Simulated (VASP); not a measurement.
Here is a VASP 6.6.1 calculation.

File INCAR:

```
  PREC = Accurate
  ENCUT = 600
  EDIFF = 1E-6
  ISMEAR = 0
  SIGMA = 0.1
  LREAL = False
  LASPH = True
  NELM = 100
  ALGO = Normal
  ISIF = 3
  LWAVE = False
  LCHARG = False
  GGA = PE
  IBRION = 2
  NSW = 100
  EDIFFG = -0.01
```

The input KPOINTS:

```
Automatic mesh
0
Gamma
  12 12 10
```

The input POSCAR:

```
V
1.0
    4.2243053424      0.0000000000      0.0000000000
   -2.1121526712      3.6583557398      0.0000000000
    0.0000000000      0.0000000000      4.1056336138
V
4
Direct
    0.0000000000      0.0000000000      0.2500000000
    0.0000000000      0.0000000000      0.7500000000
    0.3333333333      0.6666666667      0.7500000000
    0.6666666667      0.3333333333      0.2500000000
```

Potentials or basis: VASP PAW PBE potentials, release 64 (V_sv).

Run with:

```bash
$ cat potpaw_PBE.64/V_sv/POTCAR > POTCAR
$ mpirun -np 1 vasp_std > vasp.out
```

(1) What does it give for the space group after relaxing (to 0.05 Å)?

(2) What does it give for the relaxed volume?

(3) What does it give for the band gap on the k mesh?

Results:

(1) P6_3/mmc (No. 194).

(2) 15.92 Å³/atom.

(3) zero (band 26 reaches 8.13 eV, above the bottom of band 27 at 7.60 eV).
